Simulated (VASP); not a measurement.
# GaN (P6_3mc) in VASP: a series of runs, part 2 of 2

VASP 6.6.1. The steps go on from the part before.

## (4) Relaxation of cell and atoms, PBE+D3(BJ)

This run uses another cell than the first one, of 11.31 Å³/atom, 0.940 times its volume.

Contents of INCAR:

```
SYSTEM = GaN
PREC     = Accurate       ! precision mode
ENCUT    = 600            ! plane-wave cutoff, eV
EDIFF    = 1E-6           ! SCF threshold, eV
ISMEAR   = 0              ! smearing method
SIGMA    = 0.01           ! smearing width, eV
LREAL    = .FALSE.        ! projectors in reciprocal space
LASPH    = .TRUE.         ! aspherical terms in the spheres
NELM     = 80             ! most SCF steps
ALGO     = Normal         ! electronic algorithm
ISIF     = 3              ! what is computed and relaxed
LWAVE    = .FALSE.        ! write WAVECAR
LCHARG   = .FALSE.        ! write CHGCAR
GGA      = PE             ! functional
IVDW     = 12             ! dispersion correction
IBRION   = 2              ! ionic algorithm
NSW      = 80             ! ionic steps
EDIFFG   = -0.01          ! ionic threshold
```

Contents of KPOINTS:

```
Automatic mesh
0
G
  12 12 4
  0 0 0
```

Contents of POSCAR:

```
GaN
1.0
    3.1800000000      0.0000000000      0.0000000000
   -1.5900000000      2.7539607800      0.0000000000
    0.0000000000      0.0000000000      5.1660000000
Ga N
2 2
Direct
    0.3333333300      0.6666666700      0.0000000000
    0.6666666700      0.3333333300      0.5000000000
    0.3333333300      0.6666666700      0.3750000000
    0.6666666700      0.3333333300      0.8750000000
```

Launch:

```console
cat potpaw_PBE.64/Ga_d/POTCAR potpaw_PBE.64/N/POTCAR > POTCAR
mpirun -np 1 vasp_std > vasp.out
```

It took 6 min on 1 thread of AMD EPYC 7R43 (Zen 3), shared host; peak memory 0.2 GiB.

Results (log left out):

```
Free energy                            : -25.3253 eV
Relaxed volume                         : 11.51 Å³/atom
Relaxed cell                           : a = 3.195 Å, b = 3.195 Å, c = 5.210 Å, α = 90.00°, β = 90.00°, γ = 120.00°
Space group after relaxing (to 0.05 Å) : P6_3mc (No. 186)
Energy gained by relaxing              : 2.6 meV/atom
Ionic steps                            : 6
Pressure after relaxing                : 0.0 GPa
Largest force after relaxing           : 0.005 eV/Å
Band gap on the k mesh                 : 1.85 eV, direct
Dispersion energy per atom             : -0.252 eV
```

Forces on the atoms (eV/Å):
```
Ga   0.000  0.000 -0.005
Ga   0.000  0.000 -0.005
N    0.000  0.000  0.005
N    0.000  0.000  0.005
```

Stress tensor (GPa, compression positive):
```
 0.08  0.00  0.00
 0.00  0.08  0.00
 0.00  0.00 -0.08
```

The path:
```
step  energy change (eV)  largest force (eV/Å)  pressure (GPa)  volume (Å³)
   1              0.0000                0.1336            3.38        45.24
   2             -0.0025                0.0833           -2.80        46.82
   3             -0.0103                0.0072            0.10        46.08
   4             -0.0103                0.0036           -0.30        46.10
   5             -0.0102                0.0060            0.43        45.97
   6             -0.0103                0.0048            0.03        46.06
```

Final structure:
```cif
data_structure
_symmetry_space_group_name_H-M 'P 1'
_symmetry_Int_Tables_number 1
_cell_length_a 3.1949
_cell_length_b 3.1949
_cell_length_c 5.2103
_cell_angle_alpha 90.000
_cell_angle_beta 90.000
_cell_angle_gamma 120.000
_cell_volume 46.06
loop_
_atom_site_label
_atom_site_type_symbol
_atom_site_fract_x
_atom_site_fract_y
_atom_site_fract_z
_atom_site_occupancy
Ga1 Ga 0.33333 0.66667 0.99930 1
Ga2 Ga 0.66667 0.33333 0.49930 1
N1 N 0.33333 0.66667 0.37570 1
N2 N 0.66667 0.33333 0.87570 1
```

Levels at points of the mesh, in eV from the valence-band top:
| k point | band 16 | band 17 | band 18 | band 19 | band 20 | band 21 |
| --- | --- | --- | --- | --- | --- | --- |
| (0.00, 0.00, 0.00) | -0.05 | 0.00 | 0.00 | 1.85 | 4.21 | 9.13 |
| (0.50, 0.00, 0.00) | -2.71 | -2.18 | -0.99 | 5.05 | 5.50 | 6.02 |
| (0.00, 0.00, 0.50) | -0.52 | -0.52 | -0.52 | 4.20 | 4.20 | 8.42 |
| (0.50, 0.00, 0.50) | -1.92 | -1.88 | -1.88 | 4.37 | 4.37 | 7.71 |

Zero-point motion and thermal expansion aren't in these numbers.

## (5) Relaxation of cell and atoms, RPBE

This run uses another cell than the first one, of 11.31 Å³/atom, 0.940 times its volume.

Contents of INCAR:

```
ALGO     = Normal         # electronic algorithm
EDIFF    = 1E-6           # SCF threshold, eV
EDIFFG   = -0.01          # ionic threshold
ENCUT    = 600            # plane-wave cutoff, eV
GGA      = RP             # functional
IBRION   = 2              # ionic algorithm
ISIF     = 3              # what is computed and relaxed
ISMEAR   = 0              # smearing method
LASPH    = T              # aspherical terms in the spheres
LCHARG   = F              # write CHGCAR
LREAL    = F              # projectors in reciprocal space
LWAVE    = F              # write WAVECAR
NELM     = 60             # most SCF steps
NSW      = 80             # ionic steps
PREC     = Accurate       # precision mode
SIGMA    = 0.01           # smearing width, eV
```

Contents of KPOINTS:

```
k-points
0
Gamma
  12 12 4
```

POSCAR is that of step 4.

Launch:

```console
cat potpaw_PBE.64/Ga_d/POTCAR potpaw_PBE.64/N/POTCAR > POTCAR
mpirun -np 1 vasp_std > vasp.out
```

Wall time 7.8 min (1 thread of AMD EPYC 7R43 (Zen 3), shared host); peak memory 0.19 GiB.

It converged, with:

| Quantity | Value |
| --- | --- |
| Free energy | -22.6915 eV |
| Relaxed volume | 12.03 Å³/atom |
| Relaxed cell | a = 3.243 Å, b = 3.243 Å, c = 5.283 Å, α = 90.00°, β = 90.00°, γ = 120.00° |
| Space group after relaxing (to 0.05 Å) | P6_3mc (No. 186) |
| Energy gained by relaxing | 24.0 meV/atom |
| Ionic steps | 7 |
| Pressure after relaxing | -0.1 GPa |
| Band gap on the k mesh | 1.62 eV, direct |

Forces on the atoms (eV/Å):
```
Ga   0.000  0.000  0.003
Ga   0.000  0.000  0.003
N    0.000  0.000 -0.003
N    0.000  0.000 -0.003
```

Step by step:
```
step  energy change (eV)  largest force (eV/Å)  pressure (GPa)  volume (Å³)
   1              0.0000                0.1384           11.14        45.24
   2             -0.0374                0.0462           -7.14        50.59
   3             -0.0959                0.0117           -0.03        48.12
   4             -0.0959                0.0137            0.12        48.07
   5             -0.0959                0.0085            0.13        48.07
   6             -0.0959                0.0052            0.12        48.07
   7             -0.0960                0.0027           -0.07        48.13
```

Final structure:
```
Ga N
1.0
     3.24339    0.00000    0.00000
    -1.62169    2.80886    0.00000
     0.00000    0.00000    5.28340
Ga N
2 2
Cartesian
  0.0000 1.8726 5.2784
  1.6217 0.9363 2.6367
  0.0000 1.8726 1.9863
  1.6217 0.9363 4.6280
```

Levels at points of the mesh, in eV from the valence-band top:
| k point | band 15 | band 16 | band 17 | band 18 | band 19 | band 20 | band 21 | band 22 |
| --- | --- | --- | --- | --- | --- | --- | --- | --- |
| (0.00, 0.00, 0.00) | -0.96 | -0.03 | 0.00 | 0.00 | 1.62 | 3.99 | 9.00 | 9.67 |
| (0.50, 0.00, 0.00) | -3.94 | -2.55 | -2.03 | -0.93 | 5.00 | 5.29 | 6.02 | 8.25 |
| (0.00, 0.00, 0.50) | -0.49 | -0.49 | -0.49 | -0.49 | 3.98 | 3.98 | 8.28 | 8.28 |
| (0.50, 0.00, 0.50) | -1.81 | -1.81 | -1.77 | -1.77 | 4.32 | 4.32 | 7.51 | 7.51 |

Caveat: the PAW data sets were made with another functional, which shifts forces and pressure a little.

## (6) Relaxation of cell and atoms, PBEsol

This run uses another cell than the first one, of 11.31 Å³/atom, 0.940 times its volume.

Contents of INCAR:

```
SYSTEM = GaN
PREC = Accurate
ENCUT = 600
EDIFF = 1E-6
ISMEAR = 0
SIGMA = 0.01
LREAL = .False.
LASPH = .True.
NELM = 100
ALGO = Normal
ISIF = 3
LWAVE = .False.
LCHARG = .False.
GGA = PS
IBRION = 2
NSW = 80
EDIFFG = -0.01
```

Contents of KPOINTS:

```
Automatic mesh
0
Gamma
  12 12 4
  0 0 0
```

POSCAR is that of step 5.

Potentials or basis: VASP PAW PBE potentials, release 64 (Ga_d, N).

Launch:

```console
cat potpaw_PBE.64/Ga_d/POTCAR potpaw_PBE.64/N/POTCAR > POTCAR
mpirun -np 1 vasp_std > vasp.out
```

It took 5 min on 1 thread of AMD EPYC 7R43 (Zen 3), shared host; peak memory 0.18 GiB.

It converged, with:

```yaml
Free_energy: -26.2718 eV
Relaxed_volume: 11.35 Å³/atom
Relaxed_cell: a = 3.180 Å, b = 3.180 Å, c = 5.183 Å, α = 90.00°, β = 90.00°, γ = 120.00°
Space_group_after_relaxing_to_0.05_Å: P6_3mc (No. 186)
Energy_gained_by_relaxing: 0.5 meV/atom
Ionic_steps: 6
Pressure_after_relaxing: 0.0 GPa
Largest_force_after_relaxing: 0.007 eV/Å
Band_gap_on_the_k_mesh: 1.91 eV, direct
```

Forces in eV/Å, atoms in the order of the input:
```
Ga   0.000  0.000 -0.007
Ga   0.000  0.000 -0.007
N    0.000  0.000  0.007
N    0.000  0.000  0.007
```

Step by step:
| step | energy change (eV) | largest force (eV/Å) | pressure (GPa) | volume (Å³) |
| --- | --- | --- | --- | --- |
| 1 | 0.0000 | 0.1306 | 0.66 | 45.24 |
| 2 | -0.0005 | 0.0877 | -0.52 | 45.55 |
| 3 | -0.0019 | 0.0106 | 0.08 | 45.40 |
| 4 | -0.0019 | 0.0051 | -0.09 | 45.41 |
| 5 | -0.0019 | 0.0059 | 0.17 | 45.37 |
| 6 | -0.0020 | 0.0065 | 0.02 | 45.38 |

Final structure:
```xyz
4
Lattice="3.1796 0.0000 0.0000 -1.5898 2.7536 0.0000 0.0000 0.0000 5.1835" Properties=species:S:1:pos:R:3 pbc="T T T"
Ga    0.0000    1.8357    5.1798
Ga    1.5898    0.9179    2.5881
N     0.0000    1.8357    1.9475
N     1.5898    0.9179    4.5392
```

Levels at points of the mesh, in eV from the valence-band top:
```
           k point  band 16  band 17  band 18  band 19  band 20  band 21
(0.00, 0.00, 0.00)    -0.05     0.00     0.00     1.91     4.23     9.12
(0.50, 0.00, 0.00)    -2.79    -2.27    -1.02     4.96     5.53     5.95
(0.00, 0.00, 0.50)    -0.54    -0.54    -0.54     4.23     4.23     8.39
(0.50, 0.00, 0.50)    -1.98    -1.93    -1.93     4.31     4.31     7.72
```

Caveat: the PAW data sets were made with another functional, which shifts forces and pressure a little. Zero-point motion and thermal expansion aren't in these numbers.

## (7) Relaxation of cell and atoms, r2SCAN+D4

This run uses another cell than the first one, of 11.31 Å³/atom, 0.940 times its volume.

POSCAR is that of step 6.

Contents of INCAR.step1:

```
SYSTEM = GaN
PREC = Accurate ; ENCUT = 600
ISMEAR = 0 ; SIGMA = 0.01
LREAL = .False. ; LASPH = .True.
NELM = 80 ; GGA = PE
ALGO = Normal ; EDIFF = 1E-4
LWAVE = .True. ; LCHARG = .False.
```

Contents of INCAR.step2:

```
SYSTEM = GaN
PREC = Accurate ; ENCUT = 600
EDIFF = 1E-6 ; ISMEAR = 0
SIGMA = 0.01 ; LREAL = .False.
LASPH = .True. ; NELM = 80
ALGO = Normal ; ISIF = 3
LWAVE = .False. ; LCHARG = .False.
METAGGA = R2SCAN ; LMIXTAU = .True.
IVDW = 13 ; VDW_S6 = 1.0
VDW_S8 = 0.6018749 ; VDW_A1 = 0.51559235
VDW_A2 = 5.77342911 ; IBRION = 2
NSW = 80 ; EDIFFG = -0.01
ISTART = 1
```

Contents of KPOINTS:

```
regular mesh
0
Gamma
  12 12 4
  0 0 0
```

Launch:

```console
cat potpaw_PBE.64/Ga_d/POTCAR potpaw_PBE.64/N/POTCAR > POTCAR
cp INCAR.step1 INCAR
mpirun -np 1 vasp_std > vasp.out
cp INCAR.step2 INCAR
mpirun -np 1 vasp_std > vasp.out
```

Wall time 28 min (1 thread of Oxide Virtual Turin-like, shared host); peak memory 0.2 GiB.

It converged, with:

* Free energy: -44.4089 eV
* Relaxed volume: 11.32 Å³/atom
* Relaxed cell: a = 3.177 Å, b = 3.177 Å, c = 5.181 Å, α = 90.00°, β = 90.00°, γ = 120.00°
* Space group after relaxing (to 0.05 Å): P6_3mc (No. 186)
* Energy gained by relaxing: 0.4 meV/atom
* Ionic steps: 4
* Pressure after relaxing: 0.0 GPa
* Largest force after relaxing: 0.007 eV/Å
* Band gap on the k mesh: 2.37 eV, direct
* Dispersion energy per atom: -0.147 eV

Forces in eV/Å, atoms in the order of the input:
```
Ga   0.000  0.000 -0.007
Ga   0.000  0.000 -0.007
N    0.000  0.000  0.007
N    0.000  0.000  0.007
```

Stress tensor (GPa, compression positive):
```
 0.05  0.00  0.00
 0.00  0.05  0.00
 0.00  0.00 -0.13
```

The path:
```
step  energy change (eV)  largest force (eV/Å)  pressure (GPa)  volume (Å³)
   1              0.0000                0.1449            0.19        45.24
   2             -0.0002                0.1087           -0.16        45.33
   3             -0.0018                0.0118           -0.01        45.29
   4             -0.0018                0.0074           -0.01        45.29
```

Final structure:
```
CELL_PARAMETERS angstrom
3.17710 0.00000 0.00000
-1.58855 2.75145 0.00000
0.00000 0.00000 5.18075
ATOMIC_POSITIONS crystal
Ga 0.33333 0.66667 0.99929
Ga 0.66667 0.33333 0.49929
N 0.33333 0.66667 0.37571
N 0.66667 0.33333 0.87571
```

Levels at points of the mesh, in eV from the valence-band top:
| k point | band 14 | band 15 | band 16 | band 17 | band 18 | band 19 | band 20 | band 21 | band 22 |
| --- | --- | --- | --- | --- | --- | --- | --- | --- | --- |
| (0.00, 0.00, 0.00) | -1.07 | -1.07 | -0.05 | 0.00 | 0.00 | 2.37 | 4.86 | 9.97 | 10.63 |
| (0.50, 0.00, 0.00) | -5.42 | -4.32 | -2.85 | -2.26 | -1.04 | 5.60 | 6.14 | 6.55 | 9.38 |
| (0.00, 0.00, 0.50) | -3.95 | -0.55 | -0.55 | -0.55 | -0.55 | 4.80 | 4.80 | 9.20 | 9.20 |
| (0.50, 0.00, 0.50) | -6.75 | -2.02 | -2.02 | -1.97 | -1.97 | 4.90 | 4.90 | 8.44 | 8.44 |

Caveat: the PAW data sets were made with another functional, which shifts forces and pressure a little. r2SCAN opens gaps a little over a GGA but as a rule still falls short of measured ones.

## (8) The runs side by side

| task | level | cell | cutoff (eV) | gap on the mesh (eV) | pressure (GPa) | relaxed volume (Å³/atom) | largest force (eV/Å) |
| --- | --- | --- | --- | --- | --- | --- | --- |
| single point | RPBE | a = 3.244, b = 3.244, c = 5.283 Å, angles 90.0, 90.0, 120.0°, 4 atoms | 520 | 1.62 | -0.1 | - | - |
| single point | r2SCAN+D4 | a = 3.172, b = 3.172, c = 5.166 Å, angles 90.0, 90.0, 120.0°, 4 atoms | 520 | 2.41 | 1.1 | - | - |
| relaxation of cell and atoms | PBE+D3(BJ) | relaxed from a = 3.180, b = 3.180, c = 5.166 Å, angles 90.0, 90.0, 120.0°, 4 atoms | 600 | 1.85 | 0.0 | 11.51 | - |
| relaxation of cell and atoms | RPBE | relaxed from a = 3.180, b = 3.180, c = 5.166 Å, angles 90.0, 90.0, 120.0°, 4 atoms | 600 | 1.62 | -0.1 | 12.03 | - |
| relaxation of cell and atoms | PBEsol | relaxed from a = 3.180, b = 3.180, c = 5.166 Å, angles 90.0, 90.0, 120.0°, 4 atoms | 600 | 1.91 | 0.0 | 11.35 | 0.01 |
| relaxation of cell and atoms | r2SCAN+D4 | relaxed from a = 3.180, b = 3.180, c = 5.166 Å, angles 90.0, 90.0, 120.0°, 4 atoms | 600 | 2.37 | 0.0 | 11.32 | 0.01 |

Alike in all rows: potentials or basis VASP PAW PBE potentials, release 64 (Ga_d, N); no spin polarisation; k mesh 12 × 12 × 4; smearing gaussian 0.01 eV.

Caveats: the PAW data sets were made with another functional, which shifts forces and pressure a little (some runs).

Total energies depend on the potentials used, so only differences within one code and one set of settings carry meaning.

## (9) Against experiment

Step 2. A measured gap of GaN is 3.503 eV (direct; quoted in “Studying electronic properties in GaN without electrical contacts using γ-γ vs e−-γ Perturbed Angular Correlations”, 2019, pmc:6823545); the calculated 1.62 eV misses it by -1.88 eV. So large a miss can be the level of theory's own, or it may mean another phase, state or a wrong row. Spin-orbit coupling on Ga is left out. The value is that of RPBE, without temperature or zero-point motion. Semilocal functionals fall short of measured gaps as a rule.

Step 3. Against the measured gap of GaN, 3.503 eV (direct; quoted in “Studying electronic properties in GaN without electrical contacts using γ-γ vs e−-γ Perturbed Angular Correlations”, 2019, pmc:6823545), the calculated 2.41 eV is off by -1.09 eV. Spin-orbit coupling on Ga is left out. The value is that of r2SCAN+D4, without temperature or zero-point motion.
